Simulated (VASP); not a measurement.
# BP4 (Amm2) in VASP: relaxation of cell and atoms with PBE

Aim: the relaxation of cell and atoms of BP4 with PBE.

Everything below comes from runs of VASP 6.6.1. Logs are shortened: lines on timing, memory, paths and dates and some standing lists are left out, and cuts for length are marked.

### Step 1. The cell of the first run

The structure is orthorhombic, space group Amm2 (No. 38). The conventional cell has a = 7.078 Å, b = 3.263 Å, c = 14.111 Å, α = 90.00°, β = 90.00°, γ = 90.00°. B (site symmetry mm2) has 4 P at 1.98 to 2.01 Å within 2.6 Å. Within 2.6 Å of B (site symmetry mm2) lie 4 P at 1.98 to 2.00 Å. P (site symmetry mm2) has 2 B at 1.98 Å and 2 P at 2.28 Å within 2.6 Å. Within 2.6 Å of P (site symmetry mm2) lie 2 B at 1.98 Å and 2 P at 2.19 Å. P (site symmetry m) has 2 B at 2.00 to 2.01 Å and 2 P at 2.53 Å within 2.6 Å. Within 2.9 Å of P (site symmetry m) lie 3 P at 2.19 to 2.31 Å. P (site symmetry m) has 6 P at 2.28 to 2.67 Å within 3.0 Å.

### Step 2. Relaxation of cell and atoms, PBE

Contents of INCAR:

```
SYSTEM = BP4
PREC = Accurate
ENCUT = 600
EDIFF = 1E-6
ISMEAR = 0
SIGMA = 0.1
LREAL = .FALSE.
LASPH = .TRUE.
NELM = 60
ALGO = Normal
ISIF = 3
LWAVE = .FALSE.
LCHARG = .FALSE.
GGA = PE
IBRION = 2
NSW = 90
EDIFFG = -0.04
```

Contents of KPOINTS:

```
regular mesh
0
G
  4 6 6
  0 0 0
```

Contents of POSCAR:

```
BP4
1.0
    7.0779699212      0.0000000000      0.0000000000
    0.0000000000      1.6316955396      7.0553674198
    0.0000000000     -1.6316955396      7.0553674198
B P
2 8
Direct
    0.5000000000      0.4455294897      0.4455294897
    0.0000000000      0.5508555382      0.5508555382
    0.5000000000      0.8664273449      0.8664273449
    0.0000000000      0.1297138303      0.1297138303
    0.2185290805      0.4615482676      0.4615482676
    0.7814709195      0.4615482676      0.4615482676
    0.7411837401      0.2149600535      0.2149600535
    0.2588162599      0.2149600535      0.2149600535
    0.8117069020      0.8250676327      0.8250676327
    0.1882930980      0.8250676327      0.8250676327
```

Potentials or basis: VASP PAW PBE potentials, release 64 (B, P).

Started as:

```bash
cat potpaw_PBE.64/B/POTCAR potpaw_PBE.64/P/POTCAR > POTCAR
mpirun -np 1 vasp_std > vasp.out
```

OUTCAR:

```text
SYSTEM = BP4
   PREC = Accurate
   ENCUT = 600
   EDIFF = 1E-6
   ISMEAR = 0
   LREAL = .FALSE.
   LASPH = .TRUE.
   NELM = 60
   ISIF = 3
   GGA = PE
   IBRION = 2
   NSW = 90
   EDIFFG = -0.04

 ion  position               nearest neighbor table
   1  0.500  0.446  0.446-   3 1.98   3 1.98   5 2.01   6 2.01
   2  0.000  0.551  0.551-   4 1.98   4 1.98   5 2.00   6 2.00
   3  0.500  0.866  0.866-   1 1.98   1 1.98   9 2.28  10 2.28   5 2.90   6 2.90   6 2.90   5 2.90

   4  0.000  0.130  0.130-   2 1.98   2 1.98   7 2.19   8 2.19
   5  0.219  0.462  0.462-   2 2.00   1 2.01  10 2.53  10 2.53   3 2.90   3 2.90
   6  0.781  0.462  0.462-   2 2.00   1 2.01   9 2.53   9 2.53   3 2.90   3 2.90
   7  0.741  0.215  0.215-   4 2.19   9 2.31   9 2.31
   8  0.259  0.215  0.215-   4 2.19  10 2.31  10 2.31
   9  0.812  0.825  0.825-   3 2.28   7 2.31   7 2.31   6 2.53   6 2.53  10 2.67
  10  0.188  0.825  0.825-   3 2.28   8 2.31   8 2.31   5 2.53   5 2.53   9 2.67

  LATTYP: Found a base centered orthorhombic cell.
 ALAT       =     3.2633910792
 B/A-ratio  =     4.3239484625
 C/A-ratio  =     2.1689003093

  Lattice vectors:

 A1 = (   0.0000000000,   1.6316955396,  -7.0553674198)
 A2 = (   0.0000000000,   1.6316955396,   7.0553674198)
 A3 = (   7.0779699212,   0.0000000000,   0.0000000000)

Analysis of symmetry for initial positions (statically):
=====================================================================
 Subroutine PRICEL returns:
 Original cell was already a primitive cell.

 Routine SETGRP: Setting up the symmetry group for a
 base centered orthorhombic supercell.

 Subroutine GETGRP returns: Found  4 space group operations
 (whereof  4 operations were pure point group operations)
 out of a pool of  8 trial point group operations.

The static configuration has the point symmetry C_2v.

Analysis of symmetry for dynamics (positions and initial velocities):
=====================================================================
 Subroutine PRICEL returns:
 Original cell was already a primitive cell.

 Routine SETGRP: Setting up the symmetry group for a
 base centered orthorhombic supercell.

 Subroutine GETGRP returns: Found  4 space group operations
 (whereof  4 operations were pure point group operations)
 out of a pool of  8 trial point group operations.

The dynamic configuration has the point symmetry C_2v.

 Subroutine INISYM returns: Found  4 space group operations
 (whereof  4 operations are pure point group operations),
 and found     1 'primitive' translations

----------------------------------------------------------------------------------------

                                     Primitive cell

  volume of cell :     162.9662

  direct lattice vectors                    reciprocal lattice vectors
     7.077969921  0.000000000  0.000000000     0.141283449  0.000000000  0.000000000
     0.000000000  1.631695540  7.055367420     0.000000000  0.306429716  0.070868031
     0.000000000 -1.631695540  7.055367420     0.000000000 -0.306429716  0.070868031

  length of vectors
     7.077969921  7.241590969  7.241590969     0.141283449  0.314517803  0.314517803

  position of ions in fractional coordinates (direct lattice)
     0.500000000  0.445529490  0.445529490
     0.000000000  0.550855538  0.550855538
     0.500000000  0.866427345  0.866427345
     0.000000000  0.129713830  0.129713830
     0.218529080  0.461548268  0.461548268
     0.781470920  0.461548268  0.461548268
     0.741183740  0.214960054  0.214960054
     0.258816260  0.214960054  0.214960054
     0.811706902  0.825067633  0.825067633
     0.188293098  0.825067633  0.825067633

  ion indices of the primitive-cell ions
   primitive index   ion index
                 1           1
                 2           2
                 3           3
                 4           4
                 5           5
                 6           6
                 7           7
                 8           8
                 9           9
                10          10

----------------------------------------------------------------------------------------

 KPOINTS: regular mesh

Automatic generation of k-mesh.
 Grid dimensions read from file:
 generate k-points for:    4    6    6

 Generating k-lattice:

  Cartesian coordinates                     Fractional coordinates (reciprocal lattice)
     0.035320862  0.000000000  0.000000000     0.250000000  0.000000000  0.000000000
     0.000000000  0.051071619  0.011811339     0.000000000  0.166666667  0.000000000
     0.000000000 -0.051071619  0.011811339     0.000000000  0.000000000  0.166666667

  Length of vectors
     0.035320862  0.052419634  0.052419634

  Shift w.r.t. Gamma in fractional coordinates (k-lattice)
     0.000000000  0.000000000  0.000000000

 Subroutine IBZKPT returns following result:
 ===========================================

 Found     39 irreducible k-points:

 Following reciprocal coordinates:
            Coordinates               Weight
  0.000000  0.000000  0.000000      1.000000
  0.250000  0.000000  0.000000      2.000000
  0.500000  0.000000  0.000000      1.000000
  0.000000  0.166667  0.000000      4.000000
  0.250000  0.166667  0.000000      8.000000
  0.500000  0.166667  0.000000      4.000000
[... 16 lines left out ...]
  0.250000 -0.333333  0.166667      8.000000
  0.500000 -0.333333  0.166667      4.000000
 [... further k-points ...]
   k-points           NKPTS =     39   k-points in BZ     NKDIM =     39   number of bands    NBANDS=     29
   number of dos      NEDOS =    301   number of ions     NIONS =     10
   total plane-waves  NPLWV = 216000
   dimension x,y,z NGX =    60 NGY =   60 NGZ =   60
   dimension x,y,z NGXF=   120 NGYF=  120 NGZF=  120
   ions per type =               2   8
   NGX,Y,Z   is equivalent  to a cutoff of  14.09, 13.77, 13.77 a.u.
   NGXF,Y,Z  is equivalent  to a cutoff of  28.19, 27.55, 27.55 a.u.
 SYSTEM =  BP4
   PREC   = accura    normal or accurate (medium, high low for compatibility)
   ISTART =      0    job   : 0-new  1-cont  2-samecut
   ICHARG =      2    charge: 1-file 2-atom 10-const
   ISPIN  =      1    spin polarized calculation?
   LNONCOLLINEAR =      F non collinear calculations
   LSORBIT =      F    spin-orbit coupling
   LASPH  =      T    aspherical Exc in radial PAW
   ENCUT  =  600.0 eV  44.10 Ry    6.64 a.u.  14.14 14.46 14.46*2*pi/ulx,y,z
   NELM   =     60;   NELMIN=  2; NELMDL= -5     # of ELM steps
   EDIFF  = 0.1E-05   stopping-criterion for ELM
   LREAL  =      F    real-space projection
   EDIFFG = -.4E-01   stopping-criterion for IOM
   NSW    =     90    number of steps for IOM
   IBRION =      2    ionic relax: 0-MD 1-quasi-New 2-CG
   NFREE  =      1    steps in history (QN), initial steepest desc. (CG)
   ISIF   =      3    stress and relaxation
   ISYM   =      2    0-nonsym 1-usesym 2-fastsym
   POTIM  = 0.5000    time-step for ionic-motion
   TEBEG  =    0.0;   TEEND  =   0.0 temperature during run
   PSTRESS=    0.0 pullay stress
   NELECT =      46.0000    total number of electrons
   NUPDOWN=      -1.0000    fix difference up-down
   EMIN   =  10.00;   EMAX   =-10.00  energy-range for DOS
   EFERMI =   0.00;   METHOD = LEGACY
   ISMEAR =     0;   SIGMA  =   0.10  broadening in eV -4-tet -1-fermi 0-gaus
   EFERMI_NEDOS =   21; number of points for ismear=-14 and -15
   IALGO  =     38    algorithm
   IMIX   =      4    mixing-type and parameters
     AMIX     =   0.40;   BMIX     =  1.00
     AMIX_MAG =   1.60;   BMIX_MAG =  1.00
  volume/ion in A,a.u.               =      16.30       109.98
  Fermi-wavevector in a.u.,A,eV,Ry     =   1.073895  2.029366 15.690911  1.153249
  Thomas-Fermi vector in A             =   2.209707
   LORBIT       =      0    0 simple, 1 ext, 2 COOP (PROOUT), +10 PAW based schemes
   GGA     = PE    functional components
   LHFCALC =     F    Hartree Fock is set to
   AEXX    =    0.0000 exact exchange contribution
   IVDW    =     0    specifies the selected vdW correction
   LEPSILON=     F    determine dielectric tensor
   LRPA    =     F    only Hartree local field effects (RPA)
 conjugate gradient relaxation of ions
 non-spin polarized calculation
 Gauss-broadening in eV      SIGMA  =   0.10
  energy-cutoff  :      600.00
  volume of cell :      162.97
 maximum number of plane-waves:      5470
 NGX is ok and might be reduce to    60
   NGX = 29   NGY = 29   NGZ = 29

--------------------------------------- Ionic step        1  -------------------------------------------

 number of electron      45.9999998 magnetization

 Free energy of the ion-electron system (eV)
  ---------------------------------------------------
  ext. energy  EPLUGINS =         0.00000000
  ---------------------------------------------------
  free energy    TOTEN  =       -54.42998748 eV

  energy without entropy =      -54.41528203  energy(sigma->0) =      -54.42263476

------------------------ aborting loop because EDIFF is reached ----------------------------------------

  FORCE on cell =-STRESS in cart. coord.  units (eV):
  Direction    XX          YY          ZZ          XY          YZ          ZX
  --------------------------------------------------------------------------------------
  -------------------------------------------------------------------------------------
  Total       -0.7669403     -0.5765040      0.6122296      0.0000000      0.0000000      0.0000000
  in kB       -7.5400581     -5.6678124      6.0190430      0.0000000      0.0000000      0.0000000
  external PRESSURE =      -2.3962758 kB  Pullay stress =       0.0000000 kB
[... 293 lines left out ...]
  energy  without entropy=      -54.4335008066  energy(sigma->0) =      -54.44112368

--------------------------------------- Ionic step        8  -------------------------------------------

 number of electron      46.0000000 magnetization

 Free energy of the ion-electron system (eV)
  ---------------------------------------------------
  ext. energy  EPLUGINS =         0.00000000
  ---------------------------------------------------
  free energy    TOTEN  =       -54.44948203 eV

  energy without entropy =      -54.43430189  energy(sigma->0) =      -54.44189196

 E-fermi :   6.5466     XC(G=0): -10.0129

 val. band max:        6.5234650619   @ k =   0.0000  -0.3333   0.3333
 cond. band min:       6.5525680160   @ k =   0.2500   0.0000   0.0000
 fundamental gap:      0.0291029541
 Fermi energy:         6.5466274932

 k-point     1 :       0.0000    0.0000    0.0000
  band No.  band energies     occupation
      1      -9.3899      2.00000
      2      -7.5783      2.00000
      3      -7.4399      2.00000
      4      -6.2796      2.00000
      5      -4.8157      2.00000
      6      -4.6878      2.00000
[... 757 lines left out ...]
     28       9.1709      0.00000
     29       9.4107      0.00000

 [... further k-points ...]

------------------------ aborting loop because EDIFF is reached ----------------------------------------

  FORCE on cell =-STRESS in cart. coord.  units (eV):
  Direction    XX          YY          ZZ          XY          YZ          ZX
  --------------------------------------------------------------------------------------
  -------------------------------------------------------------------------------------
  Total        0.0325441     -0.0235125      0.0258362      0.0000000      0.0000000      0.0000000
  in kB        0.3196742     -0.2309581      0.2537840      0.0000000      0.0000000      0.0000000
  external PRESSURE =       0.1141667 kB  Pullay stress =       0.0000000 kB
[... 25 lines left out ...]
  FREE ENERGIE OF THE ION-ELECTRON SYSTEM (eV)
  ---------------------------------------------------
  free  energy   TOTEN  =       -54.4494820273 eV

  energy  without entropy=      -54.4343018918  energy(sigma->0) =      -54.44189196

 reached required accuracy - stopping structural energy minimisation
```

Wall time 17 min (1 thread of Intel Xeon 6975P-C (Granite Rapids), shared host); peak memory 0.62 GiB.

What came out:

* Free energy: -54.4495 eV
* Relaxed volume: 16.31 Å³/atom
* Relaxed cell: a = 6.986 Å, b = 7.342 Å, c = 7.342 Å, α = 25.66°, β = 90.00°, γ = 90.00°
* Space group after relaxing (to 0.1 Å): Amm2 (No. 38)
* Energy gained by relaxing: 1.9 meV/atom
* Ionic steps: 8
* Pressure after relaxing: 0.0 GPa
* Largest force after relaxing: 0.035 eV/Å
* Band gap on the k mesh: zero (bands 23 and 24 overlap by 1.80 eV)

Forces in eV/Å, atoms in the order of the input:
```
B    0.000  0.000 -0.011
B    0.000  0.000  0.022
P    0.000  0.000  0.006
P    0.000  0.000 -0.006
P   -0.001  0.000  0.014
P    0.001  0.000  0.014
P   -0.020  0.000 -0.013
P    0.020  0.000 -0.013
P   -0.034  0.000 -0.006
P    0.034  0.000 -0.006
```

The path:
| step | energy change (eV) | largest force (eV/Å) | pressure (GPa) | volume (Å³) |
| --- | --- | --- | --- | --- |
| 1 | 0.0000 | 0.2132 | -0.24 | 162.97 |
| 2 | -0.0091 | 0.0979 | 0.16 | 162.39 |
| 3 | -0.0104 | 0.1103 | 0.38 | 162.08 |
| 4 | -0.0147 | 0.1078 | -0.08 | 162.78 |
| 5 | -0.0149 | 0.1266 | -0.22 | 163.00 |
| 6 | -0.0183 | 0.0638 | -0.01 | 162.88 |
| 7 | -0.0188 | 0.0599 | 0.10 | 162.82 |
| 8 | -0.0195 | 0.0349 | 0.01 | 163.11 |

Final structure:
```cif
data_structure
_symmetry_space_group_name_H-M 'P 1'
_symmetry_Int_Tables_number 1
_cell_length_a 6.9863
_cell_length_b 7.3424
_cell_length_c 7.3424
_cell_angle_alpha 25.662
_cell_angle_beta 90.000
_cell_angle_gamma 90.000
_cell_volume 163.11
loop_
_atom_site_label
_atom_site_type_symbol
_atom_site_fract_x
_atom_site_fract_y
_atom_site_fract_z
_atom_site_occupancy
B1 B 0.50000 0.44595 0.44595 1
B2 B 0.00000 0.55198 0.55198 1
P1 P 0.50000 0.86863 0.86863 1
P2 P 0.00000 0.12987 0.12987 1
P3 P 0.21466 0.46130 0.46130 1
P4 P 0.78534 0.46130 0.46130 1
P5 P 0.73969 0.21521 0.21521 1
P6 P 0.26031 0.21521 0.21521 1
P7 P 0.81311 0.82311 0.82311 1
P8 P 0.18689 0.82311 0.82311 1
```

Levels at points of the mesh, in eV from the Fermi level:
```csv
k point,band 19,band 20,band 21,band 22,band 23,band 24,band 25,band 26,band 27,band 28
"(0.00, 0.00, 0.00)",-1.80,-1.75,-1.45,-0.30,0.63,1.26,1.27,1.30,2.03,2.71
"(0.50, 0.00, 0.00)",-1.56,-1.24,-0.45,-0.03,0.94,1.45,1.48,1.64,2.13,2.61
"(0.00, 0.50, 0.00)",-2.37,-2.33,-1.99,-1.85,-1.12,-0.21,0.39,1.38,1.58,2.14
"(0.50, 0.50, 0.00)",-3.38,-2.58,-1.71,-1.70,-1.11,-0.73,1.43,1.58,1.67,2.97
"(0.00, 0.50, 0.50)",-1.81,-1.13,-1.11,-0.12,0.64,0.80,1.36,1.81,1.86,2.36
"(0.50, 0.50, 0.50)",-1.53,-1.47,-0.32,-0.03,0.01,1.35,1.58,2.03,2.39,2.63
```

The gap in the log of VASP goes by the Fermi energy; the results here count the filled bands.